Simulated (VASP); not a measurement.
# Ta (R-3m) in VASP: a series of runs

The runs below take Ta through single point, with PBE.

All numbers are computed with VASP 6.6.1; they aren't measurements. Logs are shortened: lines on timing, memory, paths and dates and some standing lists are left out, and cuts for length are marked.

**1. The cell of the first run**

The structure is trigonal, space group R-3m (No. 166). The conventional cell has a = 4.016 Å, b = 4.016 Å, c = 9.837 Å, α = 90.00°, β = 90.00°, γ = 120.00°. Within 2.9 Å of Ta (site symmetry 3m) lie 4 Ta at 2.16 to 2.57 Å.

**2. Single point, PBE (shortest bond scaled by 0.88)**

Input file INCAR:

```
SYSTEM = Ta
ALGO = Normal ; EDIFF = 1E-6
ENCUT = 520 ; GGA = PE
ISIF = 2 ; ISMEAR = -1
LASPH = .TRUE. ; LCHARG = .TRUE.
LELF = .TRUE. ; LREAL = .FALSE.
LVHAR = .TRUE. ; LWAVE = .FALSE.
NBANDS = 18 ; NELM = 60
PREC = Accurate ; SIGMA = 0.05
```

Input file KPOINTS:

```
k-points
0
G
  9 9 9
  0 0 0
```

Input file POSCAR:

```
Ta
1.0
    0.0000000000      2.8397911140      2.8397911140
    2.8397911140      0.0000000000      2.8397911140
    2.8397911140      2.8397911140      0.0000000000
Ta
2
Direct
   -0.1700000000     -0.1100000000     -0.1100000000
    0.1700000000      0.1100000000      0.1100000000
```

Potentials or basis: VASP PAW PBE potentials, release 64 (Ta_pv).

Command:

```
> cat potpaw_PBE.64/Ta_pv/POTCAR > POTCAR
> mpirun -np 1 vasp_std > vasp.out
```

OUTCAR:

```text
SYSTEM = Ta
   EDIFF = 1E-6
   ENCUT = 520
   GGA = PE
   ISIF = 2
   ISMEAR = -1
   LASPH = .TRUE.
   LREAL = .FALSE.
   NELM = 60
   PREC = Accurate

 ion  position               nearest neighbor table
   1  0.830  0.890  0.890-   2 2.16   2 2.57   2 2.57   2 2.57
   2  0.170  0.110  0.110-   1 2.16   1 2.57   1 2.57   1 2.57

  LATTYP: Found a face centered cubic cell.
 ALAT       =     5.6795822280

  Lattice vectors:

 A1 = (   0.0000000000,   2.8397911140,   2.8397911140)
 A2 = (   2.8397911140,   0.0000000000,   2.8397911140)
 A3 = (   2.8397911140,   2.8397911140,   0.0000000000)

Analysis of symmetry for initial positions (statically):
=====================================================================
 Subroutine PRICEL returns:
 Original cell was already a primitive cell.

 Routine SETGRP: Setting up the symmetry group for a
 face centered cubic supercell.

 Subroutine GETGRP returns: Found 12 space group operations
 (whereof  4 operations were pure point group operations)
 out of a pool of 48 trial point group operations.

The static configuration has the point symmetry C_2h.
 The point group associated with its full space group is D_3d.

Analysis of symmetry for dynamics (positions and initial velocities):
=====================================================================
 Subroutine PRICEL returns:
 Original cell was already a primitive cell.

 Routine SETGRP: Setting up the symmetry group for a
 face centered cubic supercell.

 Subroutine GETGRP returns: Found 12 space group operations
 (whereof  4 operations were pure point group operations)
 out of a pool of 48 trial point group operations.

The dynamic configuration has the point symmetry C_2h.
 The point group associated with its full space group is D_3d.

 Subroutine INISYM returns: Found 12 space group operations
 (whereof  4 operations are pure point group operations),
 and found     1 'primitive' translations

----------------------------------------------------------------------------------------

                                     Primitive cell

  volume of cell :      45.8025

  direct lattice vectors                    reciprocal lattice vectors
     0.000000000  2.839791114  2.839791114    -0.176069288  0.176069288  0.176069288
     2.839791114  0.000000000  2.839791114     0.176069288 -0.176069288  0.176069288
     2.839791114  2.839791114  0.000000000     0.176069288  0.176069288 -0.176069288

  length of vectors
     4.016071108  4.016071108  4.016071108     0.304960953  0.304960953  0.304960953

  position of ions in fractional coordinates (direct lattice)
     0.830000000  0.890000000  0.890000000
     0.170000000  0.110000000  0.110000000

  ion indices of the primitive-cell ions
   primitive index   ion index
                 1           1
                 2           2

----------------------------------------------------------------------------------------

 KPOINTS: k-points

Automatic generation of k-mesh.
 Grid dimensions read from file:
 generate k-points for:    9    9    9

 Generating k-lattice:

  Cartesian coordinates                     Fractional coordinates (reciprocal lattice)
    -0.019563254  0.019563254  0.019563254     0.111111111  0.000000000  0.000000000
     0.019563254 -0.019563254  0.019563254     0.000000000  0.111111111  0.000000000
     0.019563254  0.019563254 -0.019563254     0.000000000  0.000000000  0.111111111

  Length of vectors
     0.033884550  0.033884550  0.033884550

  Shift w.r.t. Gamma in fractional coordinates (k-lattice)
     0.000000000  0.000000000  0.000000000

 Subroutine IBZKPT returns following result:
 ===========================================

 Found     85 irreducible k-points:

 Following reciprocal coordinates:
            Coordinates               Weight
  0.000000  0.000000  0.000000      1.000000
  0.111111  0.000000  0.000000      2.000000
  0.000000  0.111111  0.000000      6.000000
  0.222222  0.000000  0.000000      2.000000
  0.000000  0.222222  0.000000      6.000000
  0.333333  0.000000  0.000000      2.000000
[... 16 lines left out ...]
 -0.333333  0.111111  0.000000      6.000000
  0.000000 -0.333333  0.111111     12.000000
 [... further k-points ...]
   k-points           NKPTS =     85   k-points in BZ     NKDIM =     85   number of bands    NBANDS=     18
   number of dos      NEDOS =    301   number of ions     NIONS =      2
   total plane-waves  NPLWV =  27000
   dimension x,y,z NGX =    30 NGY =   30 NGZ =   30
   dimension x,y,z NGXF=    60 NGYF=   60 NGZF=   60
   ions per type =               2
   NGX,Y,Z   is equivalent  to a cutoff of  12.42, 12.42, 12.42 a.u.
   NGXF,Y,Z  is equivalent  to a cutoff of  24.84, 24.84, 24.84 a.u.
 SYSTEM =  Ta
   PREC   = accura    normal or accurate (medium, high low for compatibility)
   ISTART =      0    job   : 0-new  1-cont  2-samecut
   ICHARG =      2    charge: 1-file 2-atom 10-const
   ISPIN  =      1    spin polarized calculation?
   LNONCOLLINEAR =      F non collinear calculations
   LSORBIT =      F    spin-orbit coupling
   LASPH  =      T    aspherical Exc in radial PAW
   ENCUT  =  520.0 eV  38.22 Ry    6.18 a.u.   7.47  7.47  7.47*2*pi/ulx,y,z
   NELM   =     60;   NELMIN=  2; NELMDL= -5     # of ELM steps
   EDIFF  = 0.1E-05   stopping-criterion for ELM
   LREAL  =      F    real-space projection
   EDIFFG = 0.1E-04   stopping-criterion for IOM
   NSW    =      0    number of steps for IOM
   IBRION =     -1    ionic relax: 0-MD 1-quasi-New 2-CG
   NFREE  =      0    steps in history (QN), initial steepest desc. (CG)
   ISIF   =      2    stress and relaxation
   ISYM   =      2    0-nonsym 1-usesym 2-fastsym
   POTIM  = 0.5000    time-step for ionic-motion
   TEBEG  =    0.0;   TEEND  =   0.0 temperature during run
   PSTRESS=    0.0 pullay stress
   NELECT =      22.0000    total number of electrons
   NUPDOWN=      -1.0000    fix difference up-down
   EMIN   =  10.00;   EMAX   =-10.00  energy-range for DOS
   EFERMI =   0.00;   METHOD = LEGACY
   ISMEAR =    -1;   SIGMA  =   0.05  broadening in eV -4-tet -1-fermi 0-gaus
   EFERMI_NEDOS =   21; number of points for ismear=-14 and -15
   IALGO  =     38    algorithm
   IMIX   =      4    mixing-type and parameters
     AMIX     =   0.40;   BMIX     =  1.00
     AMIX_MAG =   1.60;   BMIX_MAG =  1.00
  volume/ion in A,a.u.               =      22.90       154.55
  Fermi-wavevector in a.u.,A,eV,Ry     =   1.282092  2.422803 22.364726  1.643761
  Thomas-Fermi vector in A             =   2.414424
   LORBIT       =      0    0 simple, 1 ext, 2 COOP (PROOUT), +10 PAW based schemes
   GGA     = PE    functional components
   LHFCALC =     F    Hartree Fock is set to
   AEXX    =    0.0000 exact exchange contribution
   IVDW    =     0    specifies the selected vdW correction
   LEPSILON=     F    determine dielectric tensor
   LRPA    =     F    only Hartree local field effects (RPA)
 non-spin polarized calculation
  energy-cutoff  :      520.00
  volume of cell :       45.80
 maximum number of plane-waves:      1258
 NGX is ok and might be reduce to    30
   NGX = 15   NGY = 15   NGZ = 15

 number of electron      22.0000000 magnetization

 Free energy of the ion-electron system (eV)
  ---------------------------------------------------
  ext. energy  EPLUGINS =         0.00000000
  ---------------------------------------------------
  free energy    TOTEN  =       -16.96310217 eV

  energy without entropy =      -16.93785099  energy(sigma->0) =      -16.95047658

 E-fermi :   3.4333     XC(G=0): -10.9939

 val. band max:        3.4277545855   @ k =   0.3333   0.1111  -0.4444
 cond. band min:       3.4476530350   @ k =   0.0000   0.3333   0.1111
 fundamental gap:      0.0198984495
 Fermi energy:         3.4333231596

 k-point     1 :       0.0000    0.0000    0.0000
  band No.  band energies     occupation
      1     -32.3285      2.00000
      2     -30.4869      2.00000
      3     -30.4869      2.00000
      4     -30.0259      2.00000
      5     -30.0259      2.00000
      6     -28.6353      2.00000
[... 10 lines left out ...]
     17      10.1617      0.00000
     18      13.8232      0.00000

 k-point     2 :       0.1111    0.0000    0.0000
  band No.  band energies     occupation
      1     -32.2994      2.00000
      2     -30.5857      2.00000
      3     -30.5857      2.00000
      4     -29.9207      2.00000
      5     -29.9207      2.00000
      6     -28.6677      2.00000
[... 10 lines left out ...]
     17      10.4130      0.00000
     18      13.3940      0.00000

 k-point     3 :       0.0000    0.1111    0.0000
  band No.  band energies     occupation
      1     -32.3256      2.00000
      2     -30.5498      2.00000
      3     -30.5034      2.00000
      4     -30.0101      2.00000
      5     -29.9673      2.00000
      6     -28.6331      2.00000
[... 10 lines left out ...]
     17      10.0875      0.00000
     18      13.6022      0.00000

 k-point     4 :       0.2222    0.0000    0.0000
  band No.  band energies     occupation
      1     -32.2239      2.00000
      2     -30.7513      2.00000
      3     -30.7513      2.00000
      4     -29.7390      2.00000
      5     -29.7390      2.00000
      6     -28.7510      2.00000
[... 375 lines left out ...]
      4     -29.8306      2.00000
      5     -29.6945      2.00000
      6     -28.6361      2.00000
[... 10 lines left out ...]
     17       9.1547      0.00000
     18       9.8929      0.00000

 k-point    23 :      -0.3333    0.1111    0.0000
  band No.  band energies     occupation
      1     -32.1265      2.00000
      2     -30.9253      2.00000
      3     -30.8878      2.00000
      4     -29.5855      2.00000
      5     -29.5569      2.00000
      6     -28.8414      2.00000
[... 10 lines left out ...]
     17      11.3259      0.00000
     18      11.3424      0.00000

 k-point    24 :       0.0000   -0.3333    0.1111
  band No.  band energies     occupation
      1     -32.3102      2.00000
      2     -30.8250      2.00000
      3     -30.5727      2.00000
      4     -29.9600      2.00000
      5     -29.7076      2.00000
      6     -28.6135      2.00000
[... 10 lines left out ...]
     17       9.1338      0.00000
     18      11.4882      0.00000

 [... further k-points ...]

------------------------ aborting loop because EDIFF is reached ----------------------------------------

  FORCE on cell =-STRESS in cart. coord.  units (eV):
  Direction    XX          YY          ZZ          XY          YZ          ZX
  --------------------------------------------------------------------------------------
  -------------------------------------------------------------------------------------
  Total        7.1681593      7.1681593      7.1681593     -5.1180897      5.1180897     -5.1180897
  in kB      250.7431317    250.7431317    250.7431317   -179.0314347    179.0314347   -179.0314347
  external PRESSURE =     250.7431317 kB  Pullay stress =       0.0000000 kB

 VOLUME and BASIS-vectors are now :
 -----------------------------------------------------------------------------
  energy-cutoff  :      520.00
  volume of cell :       45.80
      direct lattice vectors                 reciprocal lattice vectors
     0.000000000  2.839791114  2.839791114    -0.176069288  0.176069288  0.176069288
     2.839791114  0.000000000  2.839791114     0.176069288 -0.176069288  0.176069288
     2.839791114  2.839791114  0.000000000     0.176069288  0.176069288 -0.176069288

 POSITION                                       TOTAL-FORCE (eV/Angst)
 -----------------------------------------------------------------------------------
      5.05483      4.88444      4.88444        -1.854865      1.854865      1.854865
      0.62475      0.79514      0.79514         1.854865     -1.854865     -1.854865
 -----------------------------------------------------------------------------------
    total drift:                                0.000000      0.000000      0.000000

  FREE ENERGIE OF THE ION-ELECTRON SYSTEM (eV)
  ---------------------------------------------------
  free  energy   TOTEN  =       -16.9631021673 eV

  energy  without entropy=      -16.9378509934  energy(sigma->0) =      -16.95047658
```

It took 36 s on 1 thread of Intel Xeon Platinum 8488C (Sapphire Rapids), shared host; peak memory 0.2 GiB.

What came out:

* Free energy: -16.9631 eV
* Pressure: 25.1 GPa
* Largest force: 3.213 eV/Å
* Band gap on the k mesh: zero (bands 11 and 12 overlap by 1.44 eV)

Forces in eV/Å, atoms in the order of the input:
```
Ta  -1.855  1.855  1.855
Ta   1.855 -1.855 -1.855
```

Stress tensor (GPa, compression positive):
```
 25.07 -17.90 -17.90
-17.90  25.07  17.90
-17.90  17.90  25.07
```

Caveat: the cell differs from its parent crystal (shortest bond scaled by 0.88); the cell stands under pressure; spin-orbit coupling is left out, which moves the levels of the heavy elements; forces of over 1 eV/Å act on the atoms, so gaps and moduli don't describe the material at rest.

**3. Single point, PBE (shortest bond scaled by 0.88)**

Input file INCAR:

```
PREC = Accurate
ENCUT = 520
EDIFF = 1E-6
ISMEAR = -1
SIGMA = 0.05
LREAL = False
LASPH = True
NELM = 60
ALGO = Normal
ISIF = 2
LWAVE = False
LCHARG = True
GGA = PE
LELF = True
LVHAR = True
NBANDS = 18
```

Input file KPOINTS:

```
regular mesh
0
Gamma
  9 9 9
```

POSCAR is that of step 2.

Potentials or basis: VASP PAW PBE potentials, release 64 (Ta_pv).

Command:

```
> cat potpaw_PBE.64/Ta_pv/POTCAR > POTCAR
> mpirun -np 1 vasp_std > vasp.out
```

Run time: 36 s. Hardware: 1 thread of Intel Xeon Platinum 8488C (Sapphire Rapids), shared host; peak memory 0.2 GiB.

Results (log left out):

```
Free energy            : -16.9631 eV
Pressure               : 25.1 GPa
Largest force          : 3.213 eV/Å
Band gap on the k mesh : zero (bands 11 and 12 overlap by 1.44 eV)
```

Forces in eV/Å, atoms in the order of the input:
```
Ta  -1.855  1.855  1.855
Ta   1.855 -1.855 -1.855
```

Stress tensor (GPa, compression positive):
```
 25.07 -17.90 -17.90
-17.90  25.07  17.90
-17.90  17.90  25.07
```

Levels at points of the mesh, in eV from the Fermi level:
| k point | band 7 | band 8 | band 9 | band 10 | band 11 | band 12 | band 13 | band 14 | band 15 | band 16 |
| --- | --- | --- | --- | --- | --- | --- | --- | --- | --- | --- |
| (0.00, 0.00, 0.00) | -6.25 | -1.71 | -1.71 | -0.76 | -0.76 | 0.56 | 1.90 | 2.56 | 2.56 | 6.73 |

Caveat: the cell differs from its parent crystal (shortest bond scaled by 0.88); the cell stands under pressure; spin-orbit coupling is left out, which moves the levels of the heavy elements; forces of over 1 eV/Å act on the atoms, so gaps and moduli don't describe the material at rest.
